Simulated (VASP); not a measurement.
# Ge (Imma) in VASP: single point with PBEsol

Aim: the single point of Ge with PBEsol.

Program: VASP 6.6.1. These are calculated values, not measurements. Logs are shortened: lines on timing, memory, paths and dates and some standing lists are left out, and cuts for length are marked.

## 1. The cell of the first run

The typed cell holds 2 atoms: a = 3.884 Å, b = 3.884 Å, c = 3.884 Å, α = 97.40°, β = 97.46°, γ = 137.85°.

## 2. Single point, PBEsol

Contents of INCAR:

```
SYSTEM = Ge
PREC = Accurate
ENCUT = 520
EDIFF = 1E-6
ISMEAR = 0
SIGMA = 0.1
LREAL = .False.
LASPH = .True.
NELM = 80
ALGO = Normal
ISIF = 2
LWAVE = .False.
LCHARG = .True.
GGA = PS
LELF = .True.
LVHAR = .True.
NBANDS = 21
```

Contents of KPOINTS:

```
Automatic mesh
0
Gamma
  16 16 16
  0 0 0
```

Contents of POSCAR:

```
Ge
1.0
   -2.5637634457      2.5621121131      1.3967991573
    2.5637634457     -2.5621121131      1.3967991573
    2.5637634457      2.5621121131     -1.3967991573
Ge
2
Direct
    0.1246462076      0.8746462076      0.2500000000
    0.8753537924      0.1253537924      0.7500000000
```

Potentials or basis: VASP PAW PBE potentials, release 64 (Ge_d).

Launch:

```
> cat potpaw_PBE.64/Ge_d/POTCAR > POTCAR
> mpirun -np 1 vasp_std > vasp.out
```

OUTCAR:

```text
SYSTEM = Ge
   PREC = Accurate
   ENCUT = 520
   EDIFF = 1E-6
   ISMEAR = 0
   LREAL = .False.
   LASPH = .True.
   NELM = 80
   ISIF = 2
   GGA = PS

 ion  position               nearest neighbor table
   1  0.125  0.875  0.250-   2 2.66   2 2.66   2 2.66   2 2.66
   2  0.875  0.125  0.750-   1 2.66   1 2.66   1 2.66   1 2.66

  LATTYP: Found a body centered orthorhombic cell.
 ALAT       =     2.7935983146
 B/A-ratio  =     1.8342738107
 C/A-ratio  =     1.8354560370

  Lattice vectors:

 A1 = (  -2.5637634457,   2.5621121131,  -1.3967991573)
 A2 = (  -2.5637634457,  -2.5621121131,   1.3967991573)
 A3 = (   2.5637634457,   2.5621121131,   1.3967991573)

Analysis of symmetry for initial positions (statically):
=====================================================================
 Subroutine PRICEL returns:
 Original cell was already a primitive cell.

 Routine SETGRP: Setting up the symmetry group for a
 body centered orthorhombic supercell.

 Subroutine GETGRP returns: Found  8 space group operations
 (whereof  4 operations were pure point group operations)
 out of a pool of  8 trial point group operations.

The static configuration has the point symmetry C_2h.
 The point group associated with its full space group is D_2h.

Analysis of symmetry for dynamics (positions and initial velocities):
=====================================================================
 Subroutine PRICEL returns:
 Original cell was already a primitive cell.

 Routine SETGRP: Setting up the symmetry group for a
 body centered orthorhombic supercell.

 Subroutine GETGRP returns: Found  8 space group operations
 (whereof  4 operations were pure point group operations)
 out of a pool of  8 trial point group operations.

The dynamic configuration has the point symmetry C_2h.
 The point group associated with its full space group is D_2h.

 Subroutine INISYM returns: Found  8 space group operations
 (whereof  4 operations are pure point group operations),
 and found     1 'primitive' translations

----------------------------------------------------------------------------------------

                                     Primitive cell

  volume of cell :      36.7003

  direct lattice vectors                    reciprocal lattice vectors
    -2.563763446  2.562112113  1.396799157     0.000000000  0.195151491  0.357961270
     2.563763446 -2.562112113  1.396799157     0.195025793  0.000000000  0.357961270
     2.563763446  2.562112113 -1.396799157     0.195025793  0.195151491  0.000000000

  length of vectors
     3.884372455  3.884372455  3.884372455     0.407701331  0.407641179  0.275897018

  position of ions in fractional coordinates (direct lattice)
     0.124646208  0.874646208  0.250000000
     0.875353792  0.125353792  0.750000000

  ion indices of the primitive-cell ions
   primitive index   ion index
                 1           1
                 2           2

----------------------------------------------------------------------------------------

 KPOINTS: Automatic mesh

Automatic generation of k-mesh.
 Grid dimensions read from file:
 generate k-points for:   16   16   16

 Generating k-lattice:

  Cartesian coordinates                     Fractional coordinates (reciprocal lattice)
     0.000000000  0.012196968  0.022372579     0.062500000  0.000000000  0.000000000
     0.012189112  0.000000000  0.022372579     0.000000000  0.062500000 -0.000000000
     0.012189112  0.012196968  0.000000000     0.000000000 -0.000000000  0.062500000

  Length of vectors
     0.025481333  0.025477574  0.017243564

  Shift w.r.t. Gamma in fractional coordinates (k-lattice)
     0.000000000  0.000000000  0.000000000

 Subroutine IBZKPT returns following result:
 ===========================================

 Found    621 irreducible k-points:

 Following reciprocal coordinates:
            Coordinates               Weight
  0.000000  0.000000  0.000000      1.000000
  0.062500  0.000000 -0.000000      4.000000
  0.125000  0.000000 -0.000000      4.000000
  0.187500  0.000000  0.000000      4.000000
  0.250000  0.000000 -0.000000      4.000000
  0.312500  0.000000 -0.000000      4.000000
[... 16 lines left out ...]
 -0.187500  0.062500  0.000000      8.000000
 -0.125000  0.062500  0.000000      8.000000
 [... further k-points ...]
   k-points           NKPTS =    621   k-points in BZ     NKDIM =    621   number of bands    NBANDS=     21
   number of dos      NEDOS =    301   number of ions     NIONS =      2
   total plane-waves  NPLWV =  27000
   dimension x,y,z NGX =    30 NGY =   30 NGZ =   30
   dimension x,y,z NGXF=    60 NGYF=   60 NGZF=   60
   ions per type =               2
   NGX,Y,Z   is equivalent  to a cutoff of  12.84, 12.84, 12.84 a.u.
   NGXF,Y,Z  is equivalent  to a cutoff of  25.68, 25.68, 25.68 a.u.
 SYSTEM =  Ge
   PREC   = accura    normal or accurate (medium, high low for compatibility)
   ISTART =      0    job   : 0-new  1-cont  2-samecut
   ICHARG =      2    charge: 1-file 2-atom 10-const
   ISPIN  =      1    spin polarized calculation?
   LNONCOLLINEAR =      F non collinear calculations
   LSORBIT =      F    spin-orbit coupling
   LASPH  =      T    aspherical Exc in radial PAW
   ENCUT  =  520.0 eV  38.22 Ry    6.18 a.u.   7.22  7.22  7.22*2*pi/ulx,y,z
   NELM   =     80;   NELMIN=  2; NELMDL= -5     # of ELM steps
   EDIFF  = 0.1E-05   stopping-criterion for ELM
   LREAL  =      F    real-space projection
   EDIFFG = 0.1E-04   stopping-criterion for IOM
   NSW    =      0    number of steps for IOM
   IBRION =     -1    ionic relax: 0-MD 1-quasi-New 2-CG
   NFREE  =      0    steps in history (QN), initial steepest desc. (CG)
   ISIF   =      2    stress and relaxation
   ISYM   =      2    0-nonsym 1-usesym 2-fastsym
   POTIM  = 0.5000    time-step for ionic-motion
   TEBEG  =    0.0;   TEEND  =   0.0 temperature during run
   PSTRESS=    0.0 pullay stress
   NELECT =      28.0000    total number of electrons
   NUPDOWN=      -1.0000    fix difference up-down
   EMIN   =  10.00;   EMAX   =-10.00  energy-range for DOS
   EFERMI =   0.00;   METHOD = LEGACY
   ISMEAR =     0;   SIGMA  =   0.10  broadening in eV -4-tet -1-fermi 0-gaus
   EFERMI_NEDOS =   21; number of points for ismear=-14 and -15
   IALGO  =     38    algorithm
   IMIX   =      4    mixing-type and parameters
     AMIX     =   0.40;   BMIX     =  1.00
     AMIX_MAG =   1.60;   BMIX_MAG =  1.00
  volume/ion in A,a.u.               =      18.35       123.83
  Fermi-wavevector in a.u.,A,eV,Ry     =   1.495906  2.826852 30.446210  2.237733
  Thomas-Fermi vector in A             =   2.607990
   LORBIT       =      0    0 simple, 1 ext, 2 COOP (PROOUT), +10 PAW based schemes
   GGA     = PS    functional components
   LHFCALC =     F    Hartree Fock is set to
   AEXX    =    0.0000 exact exchange contribution
   IVDW    =     0    specifies the selected vdW correction
   LEPSILON=     F    determine dielectric tensor
   LRPA    =     F    only Hartree local field effects (RPA)
 non-spin polarized calculation
 Gauss-broadening in eV      SIGMA  =   0.10
  energy-cutoff  :      520.00
  volume of cell :       36.70
 maximum number of plane-waves:      1005
 NGX is ok and might be reduce to    30
   NGX = 15   NGY = 15   NGZ = 15

 number of electron      28.0000011 magnetization

 Free energy of the ion-electron system (eV)
  ---------------------------------------------------
  ext. energy  EPLUGINS =         0.00000000
  ---------------------------------------------------
  free energy    TOTEN  =        -9.54149536 eV

  energy without entropy =       -9.53834864  energy(sigma->0) =       -9.53992200

 E-fermi :   6.7796     XC(G=0): -11.5174

 val. band max:        6.7743569054   @ k =   0.3750   0.3750   0.1250
 cond. band min:       6.7835868837   @ k =  -0.2500  -0.4375   0.0625
 fundamental gap:      0.0092299783
 Fermi energy:         6.7795939184

 k-point     1 :       0.0000    0.0000    0.0000
  band No.  band energies     occupation
      1     -17.9195      2.00000
      2     -17.8707      2.00000
      3     -17.8417      2.00000
      4     -17.8377      2.00000
      5     -17.7314      2.00000
      6     -17.7307      2.00000
[... 13 lines left out ...]
     20      18.4226      0.00000
     21      19.3789      0.00000

 k-point     2 :       0.0625    0.0000   -0.0000
  band No.  band energies     occupation
      1     -17.9180      2.00000
      2     -17.8654      2.00000
      3     -17.8396      2.00000
      4     -17.8311      2.00000
      5     -17.7355      2.00000
      6     -17.7354      2.00000
[... 13 lines left out ...]
     20      18.4613      0.00000
     21      19.5192      0.00000

 k-point     3 :       0.1250    0.0000   -0.0000
  band No.  band energies     occupation
      1     -17.9131      2.00000
      2     -17.8507      2.00000
      3     -17.8336      2.00000
      4     -17.8140      2.00000
      5     -17.7458      2.00000
      6     -17.7419      2.00000
[... 13 lines left out ...]
     20      17.6452      0.00000
     21      18.1094      0.00000

 k-point     4 :       0.1875    0.0000    0.0000
  band No.  band energies     occupation
      1     -17.9053      2.00000
      2     -17.8310      2.00000
      3     -17.8246      2.00000
      4     -17.7943      2.00000
      5     -17.7588      2.00000
      6     -17.7431      2.00000
[... 13 lines left out ...]
     20      16.5036      0.00000
     21      17.4555      0.00000

 k-point     5 :       0.2500    0.0000   -0.0000
  band No.  band energies     occupation
      1     -17.8960      2.00000
      2     -17.8150      2.00000
      3     -17.8141      2.00000
      4     -17.7857      2.00000
      5     -17.7714      2.00000
      6     -17.7409      2.00000
[... 13 lines left out ...]
     20      15.6000      0.00000
     21      17.6037      0.00000

 k-point     6 :       0.3125    0.0000   -0.0000
  band No.  band energies     occupation
      1     -17.8872      2.00000
      2     -17.8100      2.00000
      3     -17.8055      2.00000
      4     -17.7928      2.00000
      5     -17.7778      2.00000
      6     -17.7496      2.00000
[... 13 lines left out ...]
     20      14.9817      0.00000
     21      18.2052      0.00000

 k-point     7 :       0.3750    0.0000    0.0000
  band No.  band energies     occupation
      1     -17.8801      2.00000
      2     -17.8137      2.00000
      3     -17.8098      2.00000
      4     -17.7979      2.00000
      5     -17.7736      2.00000
      6     -17.7572      2.00000
[... 13 lines left out ...]
     20      15.9538      0.00000
     21      19.0255      0.00000
[... 291 lines left out ...]
      1     -17.8809      2.00000
      2     -17.8119      2.00000
      3     -17.8033      2.00000
      4     -17.8022      2.00000
      5     -17.7706      2.00000
      6     -17.7522      2.00000
[... 13 lines left out ...]
     20      15.7064      0.00000
     21      18.0025      0.00000

 k-point    21 :      -0.3125    0.0625    0.0000
  band No.  band energies     occupation
      1     -17.8891      2.00000
      2     -17.8178      2.00000
      3     -17.8092      2.00000
      4     -17.7957      2.00000
      5     -17.7672      2.00000
      6     -17.7443      2.00000
[... 13 lines left out ...]
     20      16.1235      0.00000
     21      17.4126      0.00000

 k-point    22 :      -0.2500    0.0625    0.0000
  band No.  band energies     occupation
      1     -17.8986      2.00000
      2     -17.8338      2.00000
      3     -17.8185      2.00000
      4     -17.8023      2.00000
      5     -17.7567      2.00000
      6     -17.7384      2.00000
[... 13 lines left out ...]
     20      16.8922      0.00000
     21      17.3758      0.00000

 k-point    23 :      -0.1875    0.0625    0.0000
  band No.  band energies     occupation
      1     -17.9073      2.00000
      2     -17.8524      2.00000
      3     -17.8283      2.00000
      4     -17.8191      2.00000
      5     -17.7451      2.00000
      6     -17.7372      2.00000
[... 13 lines left out ...]
     20      17.8139      0.00000
     21      18.2117      0.00000

 k-point    24 :      -0.1250    0.0625    0.0000
  band No.  band energies     occupation
      1     -17.9138      2.00000
      2     -17.8663      2.00000
      3     -17.8358      2.00000
      4     -17.8340      2.00000
      5     -17.7363      2.00000
      6     -17.7327      2.00000
[... 13 lines left out ...]
     20      18.7221      0.00000
     21      19.3928      0.00000

 [... further k-points ...]
[... 5 lines left out ...]
  --------------------------------------------------------------------------------------
  -------------------------------------------------------------------------------------
  Total       -0.0243901     -0.0150602     -0.0106678      0.0000000     -0.0000000      0.0000000
  in kB       -1.0647646     -0.6574649     -0.4657095      0.0000000     -0.0000000      0.0000000
  external PRESSURE =      -0.7293130 kB  Pullay stress =       0.0000000 kB

 VOLUME and BASIS-vectors are now :
 -----------------------------------------------------------------------------
  energy-cutoff  :      520.00
  volume of cell :       36.70
      direct lattice vectors                 reciprocal lattice vectors
    -2.563763446  2.562112113  1.396799157     0.000000000  0.195151491  0.357961270
     2.563763446 -2.562112113  1.396799157     0.195025793  0.000000000  0.357961270
     2.563763446  2.562112113 -1.396799157     0.195025793  0.195151491  0.000000000

 POSITION                                       TOTAL-FORCE (eV/Angst)
 -----------------------------------------------------------------------------------
      2.56376     -1.28106      1.04661        -0.000000     -0.000000     -0.000160
      0.00000      3.84317      0.35019         0.000000      0.000000      0.000160
 -----------------------------------------------------------------------------------
    total drift:                               -0.000000     -0.000000      0.000000

  FREE ENERGIE OF THE ION-ELECTRON SYSTEM (eV)
  ---------------------------------------------------
  free  energy   TOTEN  =        -9.5414953609 eV

  energy  without entropy=       -9.5383486437  energy(sigma->0) =       -9.53992200
```

It took 16 min on 1 thread of AMD EPYC 7R13, shared host; peak memory 0.44 GiB.

What came out:

- Free energy: -9.5415 eV
- Pressure: -0.1 GPa
- Band gap on the k mesh: zero (band 14 reaches 8.77 eV, above the bottom of band 15 at 3.38 eV)

Caveat: the PAW data sets were made with another functional, which shifts forces and pressure a little.
